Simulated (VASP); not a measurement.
# Si (Fd-3m) in VASP: settings compared

The runs below take Si through single point, with PBE, PBE0, B3LYP.

All numbers are computed with VASP 6.6.1; they aren't measurements. Logs are shortened: lines on timing, memory, paths and dates and some standing lists are left out, and cuts for length are marked.

### 1 The cell of the first run

The structure is cubic, space group Fd-3m (No. 227). The conventional cell has a = 5.427 Å, b = 5.427 Å, c = 5.427 Å, α = 90.00°, β = 90.00°, γ = 90.00°. Within 3.1 Å of Si (site symmetry -43m) lie 4 Si at 2.35 Å.

### 2 Single point, PBE

Input file INCAR:

```
  PREC = Accurate
  ENCUT = 500
  EDIFF = 1E-6
  ISMEAR = 0
  SIGMA = 0.01
  LREAL = False
  LASPH = True
  NELM = 120
  ALGO = Normal
  ISIF = 2
  LWAVE = False
  LCHARG = False
  GGA = PE
  NBANDS = 11
  GGA_COMPAT = False
```

Input file KPOINTS:

```
Automatic mesh
0
Gamma
  4 4 4
```

Input file POSCAR:

```
Si
1.0
    3.8375530000      0.0000000000      0.0000000000
    1.9187765000      3.3234183864      0.0000000000
    1.9187765000      1.1078061288      3.1333489036
Si
2
Direct
    0.7500000000      0.7500000000      0.7500000000
    0.5000000000      0.5000000000      0.5000000000
```

Potentials or basis: VASP PAW PBE potentials, release 64 (Si).

Run with:

```bash
$ cat potpaw_PBE.64/Si/POTCAR > POTCAR
$ mpirun -np 1 vasp_std > vasp.out
```

OUTCAR:

```text
PREC = Accurate
   ENCUT = 500
   EDIFF = 1E-6
   ISMEAR = 0
   LREAL = False
   LASPH = True
   NELM = 120
   ISIF = 2
   GGA = PE

 ion  position               nearest neighbor table
   1  0.750  0.750  0.750-   2 2.35   2 2.35   2 2.35   2 2.35
   2  0.500  0.500  0.500-   1 2.35   1 2.35   1 2.35   1 2.35

  LATTYP: Found a face centered cubic cell.
 ALAT       =     5.4271194990

  Lattice vectors:

 A1 = (   3.8375530000,   0.0000000000,   0.0000000000)
 A2 = (   1.9187765000,   3.3234183864,   0.0000000000)
 A3 = (   1.9187765000,   1.1078061288,   3.1333489036)

Analysis of symmetry for initial positions (statically):
=====================================================================
 Subroutine PRICEL returns:
 Original cell was already a primitive cell.

 Routine SETGRP: Setting up the symmetry group for a
 face centered cubic supercell.

 Subroutine GETGRP returns: Found 48 space group operations
 (whereof 24 operations were pure point group operations)
 out of a pool of 48 trial point group operations.

The static configuration has the point symmetry T_d .
 The point group associated with its full space group is O_h .

Analysis of symmetry for dynamics (positions and initial velocities):
=====================================================================
 Subroutine PRICEL returns:
 Original cell was already a primitive cell.

 Routine SETGRP: Setting up the symmetry group for a
 face centered cubic supercell.

 Subroutine GETGRP returns: Found 48 space group operations
 (whereof 24 operations were pure point group operations)
 out of a pool of 48 trial point group operations.

The dynamic configuration has the point symmetry T_d .
 The point group associated with its full space group is O_h .

 Subroutine INISYM returns: Found 48 space group operations
 (whereof 24 operations are pure point group operations),
 and found     1 'primitive' translations

----------------------------------------------------------------------------------------

                                     Primitive cell

  volume of cell :      39.9621

  direct lattice vectors                    reciprocal lattice vectors
     3.837553000  0.000000000  0.000000000     0.260582720 -0.150447504 -0.106382450
     1.918776500  3.323418386  0.000000000     0.000000000  0.300895007 -0.106382450
     1.918776500  1.107806129  3.133348904     0.000000000  0.000000000  0.319147350

  length of vectors
     3.837553000  3.837553000  3.837553000     0.319147350  0.319147350  0.319147350
[... 64 lines left out ...]
   EDIFF  = 0.1E-05   stopping-criterion for ELM
   LREAL  =      F    real-space projection
[... 7 lines left out ...]
   TEBEG  =    0.0;   TEEND  =   0.0 temperature during run
   PSTRESS=    0.0 pullay stress
   NELECT =       8.0000    total number of electrons
   NUPDOWN=      -1.0000    fix difference up-down
   EMIN   =  10.00;   EMAX   =-10.00  energy-range for DOS
   EFERMI =   0.00;   METHOD = LEGACY
   ISMEAR =     0;   SIGMA  =   0.01  broadening in eV -4-tet -1-fermi 0-gaus
   EFERMI_NEDOS =   21; number of points for ismear=-14 and -15
   IALGO  =     38    algorithm
   IMIX   =      4    mixing-type and parameters
     AMIX     =   0.40;   BMIX     =  1.00
     AMIX_MAG =   1.60;   BMIX_MAG =  1.00
  volume/ion in A,a.u.               =      19.98       134.84
  Fermi-wavevector in a.u.,A,eV,Ry     =   0.957684  1.809760 12.478694  0.917158
  Thomas-Fermi vector in A             =   2.086724
   LORBIT       =      0    0 simple, 1 ext, 2 COOP (PROOUT), +10 PAW based schemes
   GGA     = PE    functional components
   LHFCALC =     F    Hartree Fock is set to
   AEXX    =    0.0000 exact exchange contribution
   IVDW    =     0    specifies the selected vdW correction
   LEPSILON=     F    determine dielectric tensor
   LRPA    =     F    only Hartree local field effects (RPA)
 non-spin polarized calculation
 Gauss-broadening in eV      SIGMA  =   0.01
  energy-cutoff  :      500.00
  volume of cell :       39.96
 maximum number of plane-waves:      1036
   NGX = 13   NGY = 13   NGZ = 13

 number of electron       8.0000001 magnetization

 Free energy of the ion-electron system (eV)
  ---------------------------------------------------
  ext. energy  EPLUGINS =         0.00000000
  ---------------------------------------------------
  free energy    TOTEN  =       -10.65553968 eV

  energy without entropy =      -10.65553968  energy(sigma->0) =      -10.65553968

 E-fermi :   5.9882     XC(G=0):  -9.3904

 val. band max:        5.8899614227   @ k =   0.0000   0.0000   0.0000
 cond. band min:       6.5790395661   @ k =   0.5000   0.5000   0.0000
 fundamental gap:      0.6890781434
 Fermi energy:         5.9881985680

 k-point     1 :       0.0000    0.0000    0.0000
  band No.  band energies     occupation
      1      -6.0897      2.00000
      2       5.8900      2.00000
      3       5.8900      2.00000
      4       5.8900      2.00000
      5       8.4381      0.00000
      6       8.4381      0.00000
      7       8.4381      0.00000
      8       9.2899      0.00000
      9      13.5886      0.00000
     10      13.5886      0.00000
     11      13.8560      0.00000
[... 85 lines left out ...]
 k-point     8 :      -0.2500    0.5000    0.2500
  band No.  band energies     occupation
      1      -1.7690      2.00000
      2      -1.7690      2.00000
      3       2.0188      2.00000
      4       2.0188      2.00000
      5      10.1467      0.00000
      6      10.1467      0.00000
      7      10.8880      0.00000
      8      10.8880      0.00000
      9      16.4768      0.00000
     10      16.4768      0.00000
     11      18.9379      0.00000

------------------------ aborting loop because EDIFF is reached ----------------------------------------

  FORCE on cell =-STRESS in cart. coord.  units (eV):
  Direction    XX          YY          ZZ          XY          YZ          ZX
  --------------------------------------------------------------------------------------
  -------------------------------------------------------------------------------------
  Total        0.6945178      0.6945178      0.6945178      0.0000000      0.0000000      0.0000000
  in kB       27.8449106     27.8449106     27.8449106      0.0000000      0.0000000      0.0000000
  external PRESSURE =      27.8449106 kB  Pullay stress =       0.0000000 kB

 VOLUME and BASIS-vectors are now :
 -----------------------------------------------------------------------------
  energy-cutoff  :      500.00
  volume of cell :       39.96
      direct lattice vectors                 reciprocal lattice vectors
     3.837553000  0.000000000  0.000000000     0.260582720 -0.150447504 -0.106382450
     1.918776500  3.323418386  0.000000000     0.000000000  0.300895007 -0.106382450
     1.918776500  1.107806129  3.133348904     0.000000000  0.000000000  0.319147350

 POSITION                                       TOTAL-FORCE (eV/Angst)
 -----------------------------------------------------------------------------------
      5.75633      3.32342      2.35001         0.000000      0.000000      0.000000
      3.83755      2.21561      1.56667        -0.000000     -0.000000     -0.000000
 -----------------------------------------------------------------------------------
    total drift:                               -0.000000     -0.000000      0.000000

  FREE ENERGIE OF THE ION-ELECTRON SYSTEM (eV)
  ---------------------------------------------------
  free  energy   TOTEN  =       -10.6555396775 eV

  energy  without entropy=      -10.6555396775  energy(sigma->0) =      -10.65553968
```

It took 3.1 s on 1 thread of Intel Xeon Platinum 8375C at 2.90GHz (Ice Lake), shared host; peak memory 0.14 GiB.

What came out:

```
Free energy            : -10.6555 eV
Pressure               : 2.8 GPa
Band gap on the k mesh : 0.69 eV (least direct gap 2.55 eV)
```

Caveat: the k points lie up to 0.50 Å⁻¹ apart. Expect the measured gap to be larger: semilocal functionals such as PBE lack the derivative discontinuity.

### 3 Single point, PBE0

POSCAR is that of step 2.

Input file INCAR.step1:

```
SYSTEM = Si
PREC = Accurate ; ENCUT = 400
EDIFF = 1E-5 ; ISMEAR = 0
SIGMA = 0.01 ; LREAL = .FALSE.
LASPH = .TRUE. ; NELM = 120
ALGO = Normal ; ISIF = 2
LWAVE = .TRUE. ; GGA = PE
NBANDS = 11 ; GGA_COMPAT = .FALSE.
```

Input file INCAR.step2:

```
SYSTEM = Si
PREC = Accurate ; ENCUT = 400
EDIFF = 1E-6 ; ISMEAR = 0
SIGMA = 0.01 ; LREAL = .FALSE.
LASPH = .TRUE. ; NELM = 120
ALGO = Normal ; ISIF = 2
LWAVE = .FALSE. ; LCHARG = .TRUE.
GGA = PE ; LHFCALC = .TRUE.
AEXX = 0.25 ; PRECFOCK = Normal
LELF = .TRUE. ; LVHAR = .TRUE.
ISTART = 1 ; NBANDS = 11
GGA_COMPAT = .FALSE.
```

Input file KPOINTS:

```
regular mesh
0
G
  4 4 4
  0 0 0
```

Potentials or basis: VASP PAW PBE potentials, release 64 (Si).

Run with:

```bash
$ cat potpaw_PBE.64/Si/POTCAR > POTCAR
$ cp INCAR.step1 INCAR
$ mpirun -np 1 vasp_std > vasp.out
$ cp INCAR.step2 INCAR
$ mpirun -np 1 vasp_std > vasp.out
```

OUTCAR:

```text
SYSTEM = Si
   PREC = Accurate
   ENCUT = 400
   EDIFF = 1E-6
   ISMEAR = 0
   LREAL = .FALSE.
   LASPH = .TRUE.
   NELM = 120
   ISIF = 2
   GGA = PE
   LHFCALC = .TRUE.
   AEXX = 0.25
   PRECFOCK = Normal
   ISTART = 1

 ion  position               nearest neighbor table
   1  0.750  0.750  0.750-   2 2.35   2 2.35   2 2.35   2 2.35
   2  0.500  0.500  0.500-   1 2.35   1 2.35   1 2.35   1 2.35

  LATTYP: Found a face centered cubic cell.
 ALAT       =     5.4271194990

  Lattice vectors:

 A1 = (   3.8375530000,   0.0000000000,   0.0000000000)
 A2 = (   1.9187765000,   3.3234183864,   0.0000000000)
 A3 = (   1.9187765000,   1.1078061288,   3.1333489036)

Analysis of symmetry for initial positions (statically):
=====================================================================
 Subroutine PRICEL returns:
 Original cell was already a primitive cell.

 Routine SETGRP: Setting up the symmetry group for a
 face centered cubic supercell.

 Subroutine GETGRP returns: Found 48 space group operations
 (whereof 24 operations were pure point group operations)
 out of a pool of 48 trial point group operations.

The static configuration has the point symmetry T_d .
 The point group associated with its full space group is O_h .

Analysis of symmetry for dynamics (positions and initial velocities):
=====================================================================
 Subroutine PRICEL returns:
 Original cell was already a primitive cell.

 Routine SETGRP: Setting up the symmetry group for a
 face centered cubic supercell.

 Subroutine GETGRP returns: Found 48 space group operations
 (whereof 24 operations were pure point group operations)
 out of a pool of 48 trial point group operations.

The dynamic configuration has the point symmetry T_d .
 The point group associated with its full space group is O_h .

 Subroutine INISYM returns: Found 48 space group operations
 (whereof 24 operations are pure point group operations),
 and found     1 'primitive' translations

----------------------------------------------------------------------------------------

                                     Primitive cell

  volume of cell :      39.9621

  direct lattice vectors                    reciprocal lattice vectors
     3.837553000  0.000000000  0.000000000     0.260582720 -0.150447504 -0.106382450
     1.918776500  3.323418386  0.000000000     0.000000000  0.300895007 -0.106382450
     1.918776500  1.107806129  3.133348904     0.000000000  0.000000000  0.319147350

  length of vectors
     3.837553000  3.837553000  3.837553000     0.319147350  0.319147350  0.319147350

  position of ions in fractional coordinates (direct lattice)
     0.750000000  0.750000000  0.750000000
     0.500000000  0.500000000  0.500000000

  ion indices of the primitive-cell ions
   primitive index   ion index
                 1           1
                 2           2

----------------------------------------------------------------------------------------

 KPOINTS: regular mesh

Automatic generation of k-mesh.
 Grid dimensions read from file:
 generate k-points for:    4    4    4
[... 33 lines left out ...]
   dimension x,y,z NGXF=    56 NGYF=   56 NGZF=   56
   ions per type =               2
   NGX,Y,Z   is equivalent  to a cutoff of  12.13, 12.13, 12.13 a.u.
   NGXF,Y,Z  is equivalent  to a cutoff of  24.26, 24.26, 24.26 a.u.
 SYSTEM =  Si
   PREC   = accura    normal or accurate (medium, high low for compatibility)
   ISTART =      1    job   : 0-new  1-cont  2-samecut
   ICHARG =      0    charge: 1-file 2-atom 10-const
   ISPIN  =      1    spin polarized calculation?
   LNONCOLLINEAR =      F non collinear calculations
   LSORBIT =      F    spin-orbit coupling
   LASPH  =      T    aspherical Exc in radial PAW
   ENCUT  =  400.0 eV  29.40 Ry    5.42 a.u.   6.26  6.26  6.26*2*pi/ulx,y,z
   NELM   =    120;   NELMIN=  2; NELMDL=  0     # of ELM steps
   EDIFF  = 0.1E-05   stopping-criterion for ELM
   LREAL  =      F    real-space projection
   EDIFFG = 0.1E-04   stopping-criterion for IOM
   NSW    =      0    number of steps for IOM
   IBRION =     -1    ionic relax: 0-MD 1-quasi-New 2-CG
   NFREE  =      0    steps in history (QN), initial steepest desc. (CG)
   ISIF   =      2    stress and relaxation
   ISYM   =      3    0-nonsym 1-usesym 2-fastsym
   POTIM  = 0.5000    time-step for ionic-motion
   TEBEG  =    0.0;   TEEND  =   0.0 temperature during run
   PSTRESS=    0.0 pullay stress
   NELECT =       8.0000    total number of electrons
   NUPDOWN=      -1.0000    fix difference up-down
   EMIN   =  10.00;   EMAX   =-10.00  energy-range for DOS
   EFERMI =   0.00;   METHOD = LEGACY
   ISMEAR =     0;   SIGMA  =   0.01  broadening in eV -4-tet -1-fermi 0-gaus
   EFERMI_NEDOS =   21; number of points for ismear=-14 and -15
   IALGO  =     38    algorithm
   IMIX   =      1    mixing-type and parameters
     AMIX     =   0.40;   BMIX     =  1.00
     AMIX_MAG =   1.60;   BMIX_MAG =  1.00
  volume/ion in A,a.u.               =      19.98       134.84
  Fermi-wavevector in a.u.,A,eV,Ry     =   0.957684  1.809760 12.478694  0.917158
  Thomas-Fermi vector in A             =   2.086724
   LORBIT       =      0    0 simple, 1 ext, 2 COOP (PROOUT), +10 PAW based schemes
   GGA     = PE    functional components
   LHFCALC =     T    Hartree Fock is set to
   PRECFOCK=normal    Normal, Fast or Accurate (Low or Medium for compatibility)
   ENCUT4O =  -1.0   cutoff for four orbital integrals eV
   NKREDX  =     1    reduce k-point grid by
   NKREDY  =     1    reduce k-point grid by
   NKREDZ  =     1    reduce k-point grid by
   AEXX    =    0.2500 exact exchange contribution
   HFSCREEN=    0.0000 screening length (either q_TF or 0.3 A-1)
   HFSCREENC=   0.0000 screening length for correlation (either q_TF or 0.3 A-1)
   ENCUTFOCK=  -1.0 apply spherical cutoff to Coloumb kernel
   IVDW    =     0    specifies the selected vdW correction
   LEPSILON=     F    determine dielectric tensor
   LRPA    =     F    only Hartree local field effects (RPA)
 non-spin polarized calculation
 Gauss-broadening in eV      SIGMA  =   0.01
  energy-cutoff  :      400.00
  volume of cell :       39.96
 maximum number of plane-waves:       740
 NGX is ok and might be reduce to    28
  NGX = 20; NGY = 20; NGZ = 20

 number of electron       8.0000001 magnetization

 Free energy of the ion-electron system (eV)
  ---------------------------------------------------
  ext. energy  EPLUGINS =         0.00000000
  ---------------------------------------------------
  free energy    TOTEN  =       -13.44758589 eV

  energy without entropy =      -13.44758589  energy(sigma->0) =      -13.44758589

 E-fermi :   5.1771     XC(G=0):  -7.4452

 val. band max:        5.1178349075   @ k =   0.0000   0.0000   0.0000
 cond. band min:       7.1752569452   @ k =   0.5000   0.5000   0.0000
 fundamental gap:      2.0574220377
 Fermi energy:         5.1770558019

 k-point     1 :       0.0000    0.0000    0.0000
  band No.  band energies     occupation
      1      -8.2199      2.00000
      2       5.1178      2.00000
      3       5.1178      2.00000
      4       5.1178      2.00000
      5       9.2148      0.00000
      6       9.2148      0.00000
      7       9.2148      0.00000
      8      10.2749      0.00000
      9      14.6926      0.00000
     10      14.6926      0.00000
     11      14.6997      0.00000
[... 85 lines left out ...]
 k-point     8 :      -0.2500    0.5000    0.2500
  band No.  band energies     occupation
      1      -3.3986      2.00000
      2      -3.3986      2.00000
      3       0.9064      2.00000
      4       0.9064      2.00000
      5      10.9356      0.00000
      6      10.9356      0.00000
      7      11.8880      0.00000
      8      11.8880      0.00000
      9      17.8442      0.00000
     10      17.8442      0.00000
     11      20.3552      0.00000

------------------------ aborting loop because EDIFF is reached ----------------------------------------

  FORCE on cell =-STRESS in cart. coord.  units (eV):
  Direction    XX          YY          ZZ          XY          YZ          ZX
  --------------------------------------------------------------------------------------
  -------------------------------------------------------------------------------------
  Total        0.1798749      0.1798749      0.1798749     -0.0000000     -0.0000000      0.0000000
  in kB        7.2116214      7.2116214      7.2116214     -0.0000000     -0.0000000      0.0000000
  external PRESSURE =       7.2116214 kB  Pullay stress =       0.0000000 kB

 VOLUME and BASIS-vectors are now :
 -----------------------------------------------------------------------------
  energy-cutoff  :      400.00
  volume of cell :       39.96
      direct lattice vectors                 reciprocal lattice vectors
     3.837553000  0.000000000  0.000000000     0.260582720 -0.150447504 -0.106382450
     1.918776500  3.323418386  0.000000000     0.000000000  0.300895007 -0.106382450
     1.918776500  1.107806129  3.133348904     0.000000000  0.000000000  0.319147350

 POSITION                                       TOTAL-FORCE (eV/Angst)
 -----------------------------------------------------------------------------------
      5.75633      3.32342      2.35001         0.000000     -0.000000     -0.000000
      3.83755      2.21561      1.56667        -0.000000      0.000000      0.000000
 -----------------------------------------------------------------------------------
    total drift:                                0.000000     -0.000000      0.000000

  FREE ENERGIE OF THE ION-ELECTRON SYSTEM (eV)
  ---------------------------------------------------
  free  energy   TOTEN  =       -13.4475858925 eV

  energy  without entropy=      -13.4475858925  energy(sigma->0) =      -13.44758589
```

Wall time 53 s (1 thread of Intel Xeon Platinum 8375C at 2.90GHz (Ice Lake), shared host); peak memory 0.14 GiB.

Results:

| Quantity | Value |
| --- | --- |
| Free energy | -13.4476 eV |
| Pressure | 0.7 GPa |
| Band gap on the k mesh | 2.06 eV (least direct gap 4.10 eV) |

Caveat: the k points lie up to 0.50 Å⁻¹ apart; the PAW data sets were made with another functional, which shifts forces and pressure a little. A k mesh can miss the band edges.

(Continued in part 2 of 2.)
